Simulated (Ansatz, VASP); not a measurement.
# One calculation of HgTe, two programs

```
Hg Te
1.0
     0.00000    3.22350    3.17515
     3.22350    0.00000    3.17515
     3.22350    3.22350    0.00000
Hg Te
1 1
Direct
  0.00000 0.00000 0.00000
  0.75000 0.75000 0.75000
```

Change from the starting cell: strain +0.000 along x and y, -0.015 along z, atoms carried along.

Alike in both runs: task single point; functional PBEsol; k mesh 14 × 14 × 14; occupations gaussian, width 0.15 eV; no spin polarisation.

|  | VASP | Ansatz |
| --- | --- | --- |
| version | VASP 6.6.1 | Ansatz 0.2.0 |
| potentials or method | VASP PAW PBE potentials, release 64 (Hg, Te), cutoff 520 eV | scalar-relativistic, plane waves, PAW |
| valence electrons in the cell | 18 | 36 |

Ansatz gave:

```
pressure (GPa)                                                : 2.1
traceless stress, the component that is largest in VASP (GPa) : 0.14
```

Estimate VASP's values.

pressure (GPa): 2.2; traceless stress, the component that is largest in VASP (GPa): 0.14.

VASP's potentials were made for PBE, not for PBEsol. With one functional, cell and mesh, what is left measures potentials, basis and numerics. VASP's potentials hold 18 valence electrons a cell and Ansatz's 36, so a difference there can come from the potentials and not from the codes.

Spin-orbit coupling is off throughout.
